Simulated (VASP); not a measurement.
Wanted: the native input for a VASP 6.6.1 run.

| Property | Result |
| --- | --- |
| Task | single point |
| Functional | PBE |
| Potentials or basis | VASP PAW PBE potentials, release 64 (Al, Au) |
| Cutoff | 520 eV |
| k mesh | 12 × 12 × 12 |
| Occupations | gaussian, width 0.1 eV |
| Spin | no spin polarisation |
| Dipole correction | no |
| Further INCAR settings | ALGO = Normal; EDIFF = 1e-06; NBANDS = 16 |

The structure of Al2Au lies in POSCAR:

```
Al2Au
1.0
    0.0000000000      2.9889000000      2.9889000000
    2.9889000000      0.0000000000      2.9889000000
    2.9889000000      2.9889000000      0.0000000000
Al Au
2 1
Direct
    0.2500000000      0.2500000000      0.2500000000
    0.7500000000      0.7500000000      0.7500000000
    0.0000000000      0.0000000000      0.0000000000
```

This cell differs from its parent crystal: strained.

These files were run (other wordings do the same):

INCAR

```
  PREC = Accurate
  ENCUT = 520
  EDIFF = 1E-6
  ISMEAR = 0
  SIGMA = 0.1
  LREAL = False
  LASPH = True
  NELM = 80
  ALGO = Normal
  ISIF = 2
  LWAVE = False
  LCHARG = False
  GGA = PE
  NBANDS = 16
```

KPOINTS

```
regular mesh
0
Gamma
  12 12 12
```

Potentials or basis: VASP PAW PBE potentials, release 64 (Al, Au).

Run with:

```sh
$ cat potpaw_PBE.64/Al/POTCAR potpaw_PBE.64/Au/POTCAR > POTCAR
$ mpirun -np 1 vasp_std > vasp.out
```

It gave:

* Pressure: 4.5 GPa

Caveat: the cell differs from its parent crystal (strained).

Wall time 66 s on 1 thread of AMD EPYC 7R43 64-Core Processor (Zen 3), with other jobs on the host, peak memory 0.17 GiB.
